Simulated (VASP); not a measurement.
# SiC (F-43m) in VASP: a series of runs, part 2 of 2

VASP 6.6.1. Earlier steps stand in the parts before.

### Step 4. Single point, PBE (10.19 Å³/atom)

This run uses another cell than the first one, of 10.19 Å³/atom.

The input, INCAR:

```
SYSTEM = SiC
PREC = Accurate ; ENCUT = 600
EDIFF = 1E-6 ; ISMEAR = 0
SIGMA = 0.01 ; LREAL = .FALSE.
LASPH = .TRUE. ; NELM = 120
ALGO = Normal ; ISIF = 2
LWAVE = .FALSE. ; LCHARG = .FALSE.
GGA = PE ; NBANDS = 11
GGA_COMPAT = .FALSE.
```

The input, KPOINTS:

```
regular mesh
0
G
  8 8 8
  0 0 0
```

The input, POSCAR:

```
SiC
1.0
    0.0000000000      2.1677416292      2.1677416292
    2.1677416292      0.0000000000      2.1677416292
    2.1677416292      2.1677416292      0.0000000000
Si C
1 1
Direct
    0.2500000000      0.2500000000      0.2500000000
    0.0000000000      0.0000000000      0.0000000000
```

Potentials or basis: VASP PAW PBE potentials, release 64 (Si, C).

Started as:

```console
$ cat potpaw_PBE.64/Si/POTCAR potpaw_PBE.64/C/POTCAR > POTCAR
$ mpirun -np 1 vasp_std > vasp.out
```

OUTCAR:

```text
SYSTEM = SiC
   PREC = Accurate
   ENCUT = 600
   EDIFF = 1E-6
   ISMEAR = 0
   LREAL = .FALSE.
   LASPH = .TRUE.
   NELM = 120
   ISIF = 2
   GGA = PE

 ion  position               nearest neighbor table
   1  0.250  0.250  0.250-   2 1.88   2 1.88   2 1.88   2 1.88
   2  0.000  0.000  0.000-   1 1.88   1 1.88   1 1.88   1 1.88

  LATTYP: Found a face centered cubic cell.
 ALAT       =     4.3354832584

  Lattice vectors:

 A1 = (   0.0000000000,   2.1677416292,   2.1677416292)
 A2 = (   2.1677416292,   0.0000000000,   2.1677416292)
 A3 = (   2.1677416292,   2.1677416292,   0.0000000000)

Analysis of symmetry for initial positions (statically):
=====================================================================
 Subroutine PRICEL returns:
 Original cell was already a primitive cell.

 Routine SETGRP: Setting up the symmetry group for a
 face centered cubic supercell.

 Subroutine GETGRP returns: Found 24 space group operations
 (whereof 24 operations were pure point group operations)
 out of a pool of 48 trial point group operations.

The static configuration has the point symmetry T_d .

Analysis of symmetry for dynamics (positions and initial velocities):
=====================================================================
 Subroutine PRICEL returns:
 Original cell was already a primitive cell.

 Routine SETGRP: Setting up the symmetry group for a
 face centered cubic supercell.

 Subroutine GETGRP returns: Found 24 space group operations
 (whereof 24 operations were pure point group operations)
 out of a pool of 48 trial point group operations.

The dynamic configuration has the point symmetry T_d .

 Subroutine INISYM returns: Found 24 space group operations
 (whereof 24 operations are pure point group operations),
 and found     1 'primitive' translations

----------------------------------------------------------------------------------------

                                     Primitive cell

  volume of cell :      20.3729

  direct lattice vectors                    reciprocal lattice vectors
     0.000000000  2.167741629  2.167741629    -0.230654794  0.230654794  0.230654794
     2.167741629  0.000000000  2.167741629     0.230654794 -0.230654794  0.230654794
     2.167741629  2.167741629  0.000000000     0.230654794  0.230654794 -0.230654794

  length of vectors
     3.065649612  3.065649612  3.065649612     0.399505823  0.399505823  0.399505823

  position of ions in fractional coordinates (direct lattice)
     0.250000000  0.250000000  0.250000000
     0.000000000  0.000000000  0.000000000

  ion indices of the primitive-cell ions
   primitive index   ion index
                 1           1
                 2           2

----------------------------------------------------------------------------------------

 KPOINTS: regular mesh

Automatic generation of k-mesh.
 Grid dimensions read from file:
 generate k-points for:    8    8    8

 Generating k-lattice:

  Cartesian coordinates                     Fractional coordinates (reciprocal lattice)
    -0.028831849  0.028831849  0.028831849     0.125000000  0.000000000  0.000000000
     0.028831849 -0.028831849  0.028831849     0.000000000  0.125000000  0.000000000
     0.028831849  0.028831849 -0.028831849     0.000000000  0.000000000  0.125000000

  Length of vectors
     0.049938228  0.049938228  0.049938228

  Shift w.r.t. Gamma in fractional coordinates (k-lattice)
     0.000000000  0.000000000  0.000000000

 Subroutine IBZKPT returns following result:
 ===========================================

 Found     29 irreducible k-points:

 Following reciprocal coordinates:
            Coordinates               Weight
  0.000000  0.000000  0.000000      1.000000
  0.125000  0.000000  0.000000      8.000000
  0.250000  0.000000  0.000000      8.000000
  0.375000  0.000000  0.000000      8.000000
  0.500000  0.000000  0.000000      4.000000
  0.125000  0.125000  0.000000      6.000000
[... 16 lines left out ...]
  0.500000  0.250000  0.125000     48.000000
 -0.375000  0.250000  0.125000     24.000000
 [... further k-points ...]
   k-points           NKPTS =     29   k-points in BZ     NKDIM =     29   number of bands    NBANDS=     11
   number of dos      NEDOS =    301   number of ions     NIONS =      2
   total plane-waves  NPLWV =  13824
   dimension x,y,z NGX =    24 NGY =   24 NGZ =   24
   dimension x,y,z NGXF=    48 NGYF=   48 NGZF=   48
   ions per type =               1   1
   NGX,Y,Z   is equivalent  to a cutoff of  13.01, 13.01, 13.01 a.u.
   NGXF,Y,Z  is equivalent  to a cutoff of  26.03, 26.03, 26.03 a.u.
 SYSTEM =  SiC
   PREC   = accura    normal or accurate (medium, high low for compatibility)
   ISTART =      0    job   : 0-new  1-cont  2-samecut
   ICHARG =      2    charge: 1-file 2-atom 10-const
   ISPIN  =      1    spin polarized calculation?
   LNONCOLLINEAR =      F non collinear calculations
   LSORBIT =      F    spin-orbit coupling
   LASPH  =      T    aspherical Exc in radial PAW
   ENCUT  =  600.0 eV  44.10 Ry    6.64 a.u.   6.12  6.12  6.12*2*pi/ulx,y,z
   NELM   =    120;   NELMIN=  2; NELMDL= -5     # of ELM steps
   EDIFF  = 0.1E-05   stopping-criterion for ELM
   LREAL  =      F    real-space projection
   EDIFFG = 0.1E-04   stopping-criterion for IOM
   NSW    =      0    number of steps for IOM
   IBRION =     -1    ionic relax: 0-MD 1-quasi-New 2-CG
   NFREE  =      0    steps in history (QN), initial steepest desc. (CG)
   ISIF   =      2    stress and relaxation
   ISYM   =      2    0-nonsym 1-usesym 2-fastsym
   POTIM  = 0.5000    time-step for ionic-motion
   TEBEG  =    0.0;   TEEND  =   0.0 temperature during run
   PSTRESS=    0.0 pullay stress
   NELECT =       8.0000    total number of electrons
   NUPDOWN=      -1.0000    fix difference up-down
   EMIN   =  10.00;   EMAX   =-10.00  energy-range for DOS
   EFERMI =   0.00;   METHOD = LEGACY
   ISMEAR =     0;   SIGMA  =   0.01  broadening in eV -4-tet -1-fermi 0-gaus
   EFERMI_NEDOS =   21; number of points for ismear=-14 and -15
   IALGO  =     38    algorithm
   IMIX   =      4    mixing-type and parameters
     AMIX     =   0.40;   BMIX     =  1.00
     AMIX_MAG =   1.60;   BMIX_MAG =  1.00
  volume/ion in A,a.u.               =      10.19        68.74
  Fermi-wavevector in a.u.,A,eV,Ry     =   1.198820  2.265441 19.553876  1.437169
  Thomas-Fermi vector in A             =   2.334699
   LORBIT       =      0    0 simple, 1 ext, 2 COOP (PROOUT), +10 PAW based schemes
   GGA     = PE    functional components
   LHFCALC =     F    Hartree Fock is set to
   AEXX    =    0.0000 exact exchange contribution
   IVDW    =     0    specifies the selected vdW correction
   LEPSILON=     F    determine dielectric tensor
   LRPA    =     F    only Hartree local field effects (RPA)
 non-spin polarized calculation
 Gauss-broadening in eV      SIGMA  =   0.01
  energy-cutoff  :      600.00
  volume of cell :       20.37
 maximum number of plane-waves:       700
   NGX = 13   NGY = 13   NGZ = 13

 number of electron       8.0000000 magnetization

 Free energy of the ion-electron system (eV)
  ---------------------------------------------------
  ext. energy  EPLUGINS =         0.00000000
  ---------------------------------------------------
  free energy    TOTEN  =       -15.04807960 eV

  energy without entropy =      -15.04807960  energy(sigma->0) =      -15.04807960

 E-fermi :   8.3607     XC(G=0): -11.4240

 val. band max:        8.2827100221   @ k =   0.0000   0.0000   0.0000
 cond. band min:       9.6244450797   @ k =   0.5000   0.5000   0.0000
 fundamental gap:      1.3417350575
 Fermi energy:         8.3606851602

 k-point     1 :       0.0000    0.0000    0.0000
  band No.  band energies     occupation
      1      -7.2434      2.00000
      2       8.2827      2.00000
      3       8.2827      2.00000
      4       8.2827      2.00000
      5      14.6985      0.00000
      6      15.6987      0.00000
      7      15.6987      0.00000
      8      15.6987      0.00000
      9      22.8806      0.00000
     10      22.8806      0.00000
     11      25.0056      0.00000
[... 309 lines left out ...]
 k-point    24 :      -0.3750    0.2500    0.1250
  band No.  band energies     occupation
      1      -2.9626      2.00000
      2       0.3858      2.00000
      3       4.5504      2.00000
      4       6.0031      2.00000
      5      13.5633      0.00000
      6      15.6678      0.00000
      7      18.5609      0.00000
      8      19.4177      0.00000
      9      21.8599      0.00000
     10      24.6464      0.00000
     11      27.7982      0.00000

 [... further k-points ...]

------------------------ aborting loop because EDIFF is reached ----------------------------------------

  FORCE on cell =-STRESS in cart. coord.  units (eV):
  Direction    XX          YY          ZZ          XY          YZ          ZX
  --------------------------------------------------------------------------------------
  -------------------------------------------------------------------------------------
  Total        0.8492517      0.8492517      0.8492517      0.0000000     -0.0000000      0.0000000
  in kB       66.7873886     66.7873886     66.7873886      0.0000000     -0.0000000      0.0000000
  external PRESSURE =      66.7873886 kB  Pullay stress =       0.0000000 kB

 VOLUME and BASIS-vectors are now :
 -----------------------------------------------------------------------------
  energy-cutoff  :      600.00
  volume of cell :       20.37
      direct lattice vectors                 reciprocal lattice vectors
     0.000000000  2.167741629  2.167741629    -0.230654794  0.230654794  0.230654794
     2.167741629  0.000000000  2.167741629     0.230654794 -0.230654794  0.230654794
     2.167741629  2.167741629  0.000000000     0.230654794  0.230654794 -0.230654794

 POSITION                                       TOTAL-FORCE (eV/Angst)
 -----------------------------------------------------------------------------------
      1.08387      1.08387      1.08387         0.000000      0.000000      0.000000
      0.00000      0.00000      0.00000        -0.000000      0.000000     -0.000000
 -----------------------------------------------------------------------------------
    total drift:                               -0.000000     -0.000000     -0.000000

  FREE ENERGIE OF THE ION-ELECTRON SYSTEM (eV)
  ---------------------------------------------------
  free  energy   TOTEN  =       -15.0480795995 eV

  energy  without entropy=      -15.0480795995  energy(sigma->0) =      -15.04807960
```

OSZICAR:

```text
N       E                     dE             d eps       ncg     rms          rms(c)
DAV:   1     0.566108415479E+01    0.56611E+01   -0.45315E+03   638   0.760E+02
DAV:   2    -0.161491145278E+02   -0.21810E+02   -0.20449E+02   837   0.105E+02
DAV:   3    -0.169436074744E+02   -0.79449E+00   -0.79292E+00   787   0.175E+01
DAV:   4    -0.169469529989E+02   -0.33455E-02   -0.33453E-02   736   0.142E+00
DAV:   5    -0.169469677978E+02   -0.14799E-04   -0.14799E-04   785   0.900E-02    0.897E+00
DAV:   6    -0.151107965918E+02    0.18362E+01   -0.65115E+00   713   0.115E+01    0.398E+00
DAV:   7    -0.150557585769E+02    0.55038E-01   -0.40127E-01   758   0.362E+00    0.180E+00
DAV:   8    -0.150478550442E+02    0.79035E-02   -0.20408E-02   713   0.957E-01    0.171E-01
DAV:   9    -0.150479697585E+02   -0.11471E-03   -0.15693E-03   805   0.229E-01    0.113E-01
DAV:  10    -0.150480770827E+02   -0.10732E-03   -0.22717E-04   713   0.923E-02    0.261E-02
DAV:  11    -0.150480792090E+02   -0.21263E-05   -0.39668E-05   764   0.331E-02    0.687E-03
DAV:  12    -0.150480795995E+02   -0.39048E-06   -0.18396E-06   600   0.824E-03
   1 F= -.15048080E+02 E0= -.15048080E+02  d E =-.129834E-30
```

Run time: 13 s. Hardware: 1 thread of Intel Xeon 8259CL, shared host; peak memory 0.14 GiB.

Results:

- Free energy: -15.0481 eV
- Pressure: 6.7 GPa
- Band gap on the k mesh: 1.34 eV (least direct gap 4.56 eV)

Caveat: the cell stands under pressure. A k mesh can miss the band edges.

### Step 5. Single point, PBE (10.82 Å³/atom)

This run uses another cell than the first one, of 10.82 Å³/atom.

The input, INCAR:

```
PREC = Accurate
ENCUT = 600
EDIFF = 1E-6
ISMEAR = 0
SIGMA = 0.01
LREAL = False
LASPH = True
NELM = 120
ALGO = Normal
ISIF = 2
LWAVE = False
LCHARG = False
GGA = PE
NBANDS = 11
GGA_COMPAT = False
```

The input, KPOINTS:

```
Automatic mesh
0
Gamma
  8 8 8
```

The input, POSCAR:

```
SiC
1.0
    0.0000000000      2.2115461914      2.2115461914
    2.2115461914      0.0000000000      2.2115461914
    2.2115461914      2.2115461914      0.0000000000
Si C
1 1
Direct
    0.2500000000      0.2500000000      0.2500000000
    0.0000000000      0.0000000000      0.0000000000
```

Started as:

```console
$ cat potpaw_PBE.64/Si/POTCAR potpaw_PBE.64/C/POTCAR > POTCAR
$ mpirun -np 1 vasp_std > vasp.out
```

Wall time 22 s (1 thread of Intel Xeon 8259CL, shared host); peak memory 0.15 GiB.

The run converged. Its results:

```
Free energy            : -15.0491 eV
Pressure               : -6.1 GPa
Band gap on the k mesh : 1.40 eV (least direct gap 4.50 eV)
```

Levels at points of the mesh, in eV from the valence-band top:
| k point | band 1 | band 2 | band 3 | band 4 | band 5 | band 6 | band 7 | band 8 |
| --- | --- | --- | --- | --- | --- | --- | --- | --- |
| (0.00, 0.00, 0.00) | -15.06 | 0.00 | 0.00 | 0.00 | 5.71 | 7.00 | 7.00 | 7.00 |
| (0.50, 0.00, 0.00) | -11.65 | -8.29 | -1.04 | -1.04 | 5.04 | 7.05 | 7.05 | 9.81 |
| (0.50, 0.50, 0.00) | -10.25 | -7.66 | -3.10 | -3.10 | 1.40 | 4.17 | 13.52 | 13.52 |

Caveat: the cell stands under tension.

### Step 6. Single point, PBE (11.13 Å³/atom)

This run uses another cell than the first one, of 11.13 Å³/atom.

The input, INCAR:

```
SYSTEM = SiC
PREC = Accurate
ENCUT = 600
EDIFF = 1E-6
ISMEAR = 0
SIGMA = 0.01
LREAL = .False.
LASPH = .True.
NELM = 120
ALGO = Normal
ISIF = 2
LWAVE = .False.
LCHARG = .False.
GGA = PE
NBANDS = 11
GGA_COMPAT = .False.
```

The input, KPOINTS:

```
regular mesh
0
Gamma
  8 8 8
  0 0 0
```

The input, POSCAR:

```
SiC
1.0
    0.0000000000      2.2328123632      2.2328123632
    2.2328123632      0.0000000000      2.2328123632
    2.2328123632      2.2328123632      0.0000000000
Si C
1 1
Direct
    0.2500000000      0.2500000000      0.2500000000
    0.0000000000      0.0000000000      0.0000000000
```

Potentials or basis: VASP PAW PBE potentials, release 64 (Si, C).

Started as:

```console
$ cat potpaw_PBE.64/Si/POTCAR potpaw_PBE.64/C/POTCAR > POTCAR
$ mpirun -np 1 vasp_std > vasp.out
```

OUTCAR:

```text
SYSTEM = SiC
   PREC = Accurate
   ENCUT = 600
   EDIFF = 1E-6
   ISMEAR = 0
   LREAL = .False.
   LASPH = .True.
   NELM = 120
   ISIF = 2
   GGA = PE

 ion  position               nearest neighbor table
   1  0.250  0.250  0.250-   2 1.93   2 1.93   2 1.93   2 1.93
   2  0.000  0.000  0.000-   1 1.93   1 1.93   1 1.93   1 1.93

  LATTYP: Found a face centered cubic cell.
 ALAT       =     4.4656247264

  Lattice vectors:

 A1 = (   0.0000000000,   2.2328123632,   2.2328123632)
[... 522 lines left out ...]

------------------------ aborting loop because EDIFF is reached ----------------------------------------

  FORCE on cell =-STRESS in cart. coord.  units (eV):
  Direction    XX          YY          ZZ          XY          YZ          ZX
  --------------------------------------------------------------------------------------
  -------------------------------------------------------------------------------------
  Total       -1.5542588     -1.5542588     -1.5542588      0.0000000      0.0000000     -0.0000000
  in kB     -111.8528953   -111.8528953   -111.8528953      0.0000000      0.0000000     -0.0000000
  external PRESSURE =    -111.8528953 kB  Pullay stress =       0.0000000 kB

 VOLUME and BASIS-vectors are now :
 -----------------------------------------------------------------------------
  energy-cutoff  :      600.00
  volume of cell :       22.26
      direct lattice vectors                 reciprocal lattice vectors
     0.000000000  2.232812363  2.232812363    -0.223932834  0.223932834  0.223932834
     2.232812363  0.000000000  2.232812363     0.223932834 -0.223932834  0.223932834
     2.232812363  2.232812363  0.000000000     0.223932834  0.223932834 -0.223932834

 POSITION                                       TOTAL-FORCE (eV/Angst)
 -----------------------------------------------------------------------------------
      1.11641      1.11641      1.11641         0.000000      0.000000      0.000000
      0.00000      0.00000      0.00000        -0.000000     -0.000000     -0.000000
 -----------------------------------------------------------------------------------
    total drift:                                0.000000      0.000000     -0.000000

  FREE ENERGIE OF THE ION-ELECTRON SYSTEM (eV)
  ---------------------------------------------------
  free  energy   TOTEN  =       -15.0154709696 eV

  energy  without entropy=      -15.0154709696  energy(sigma->0) =      -15.01547097
```

OSZICAR:

```text
N       E                     dE             d eps       ncg     rms          rms(c)
DAV:   1     0.488845279217E+01    0.48885E+01   -0.44649E+03   638   0.747E+02
DAV:   2    -0.159236133518E+02   -0.20812E+02   -0.19214E+02   846   0.103E+02
DAV:   3    -0.166733346179E+02   -0.74972E+00   -0.74751E+00   805   0.166E+01
DAV:   4    -0.166768504099E+02   -0.35158E-02   -0.35151E-02   722   0.143E+00
DAV:   5    -0.166768675697E+02   -0.17160E-04   -0.17160E-04   787   0.967E-02    0.809E+00
DAV:   6    -0.150521594143E+02    0.16247E+01   -0.63822E+00   713   0.109E+01    0.351E+00
DAV:   7    -0.150224332411E+02    0.29726E-01   -0.30003E-01   758   0.320E+00    0.165E+00
DAV:   8    -0.150152434725E+02    0.71898E-02   -0.18976E-02   716   0.922E-01    0.172E-01
DAV:   9    -0.150153435790E+02   -0.10011E-03   -0.17926E-03   806   0.234E-01    0.109E-01
DAV:  10    -0.150154674936E+02   -0.12391E-03   -0.27712E-04   710   0.989E-02    0.263E-02
DAV:  11    -0.150154704427E+02   -0.29490E-05   -0.52406E-05   755   0.362E-02    0.694E-03
DAV:  12    -0.150154709696E+02   -0.52696E-06   -0.22925E-06   672   0.919E-03
   1 F= -.15015471E+02 E0= -.15015471E+02  d E =-.799866E-70
```

stdout:

```text
POSCAR found type information on POSCAR SiC
 POSCAR found :  2 types and       2 ions
 scaLAPACK will be used
 LDA part: xc-table for (Slater+PW92), standard interpolation
 POSCAR, INCAR and KPOINTS ok, starting setup
 FFT: planning ... GRIDC
 FFT: planning ... GRID_SOFT
 FFT: planning ... GRID
 WAVECAR not read
 entering main loop
```

Run time: 19 s. Hardware: 1 thread of Intel Xeon 8259CL, shared host; peak memory 0.15 GiB.

What came out:

```
Free energy            : -15.0155 eV
Pressure               : -11.2 GPa
Band gap on the k mesh : 1.42 eV (least direct gap 4.46 eV)
```

Caveat: the cell stands under tension. A k mesh can miss the band edges.

### Step 7. Summary

| cell | gap on the mesh (eV) | pressure (GPa) |
| --- | --- | --- |
| a = 3.034 Å, angles 60.0°, 2 atoms | 1.31 | 14.6 |
| a = 3.097 Å, angles 60.0°, 2 atoms | 1.37 | -0.2 |
| a = 3.066 Å, angles 60.0°, 2 atoms | 1.34 | 6.7 |
| a = 3.128 Å, angles 60.0°, 2 atoms | 1.40 | -6.1 |
| a = 3.158 Å, angles 60.0°, 2 atoms | 1.42 | -11.2 |

Alike in all rows: task single point; level PBE; potentials or basis VASP PAW PBE potentials, release 64 (Si, C); no spin polarisation; k mesh 8 × 8 × 8; cutoff (eV) 600; smearing gaussian 0.01 eV.

Caveats: the cell stands under pressure (at least some runs); the cell stands under tension (at least some runs).

Total energies depend on the potentials used, so only differences within one code and one set of settings carry meaning.
